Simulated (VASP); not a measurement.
Runs of VASP 6.6.1 on HfC. The structure is that of space group Fm-3m (No. 225), or close to it. The cells are those of the table. 

```csv
task,cell,gap on the mesh (eV),pressure (GPa)
single point,"a = 2.839 Å, angles 60.0°, 2 atoms",none,250.6
electric field gradients,"a = 3.104 Å, angles 60.0°, 2 atoms",none,(a)
single point,"a = 2.764 Å, angles 60.0°, 2 atoms",none,345.8
electric field gradients,"a = 3.277 Å, angles 60.0°, 2 atoms",none,2.0
electric field gradients,"a = 2.764 Å, angles 60.0°, 2 atoms",none,345.8
relaxation of the atoms,"atoms relaxed from a = 2.764 Å, angles 60.0°, 2 atoms",none,345.8
single point,"a = 3.277 Å, angles 60.0°, 2 atoms",none,2.0
electric field gradients,"a = 2.839 Å, angles 60.0°, 2 atoms",none,250.6
single point,"a = 3.104 Å, angles 60.0°, 2 atoms",none,57.7
```

Alike in all rows: level PBE; potentials or basis VASP PAW PBE potentials, release 64 (Hf_pv, C); no spin polarisation; k mesh 13 × 13 × 13; cutoff (eV) 520; smearing fermi-dirac 0.05 eV.

Question: Estimate the missing entries.

Answer: (a) 57.6.

Caveats: spin-orbit coupling is left out, which moves the levels of the heavy elements; the relaxation stopped at its first step, so nothing moved (some runs).

A k mesh can miss the band edges, and the runs leave out spin-orbit coupling on Hf.

A gap of «none» marks levels without a gap at the run's occupations.
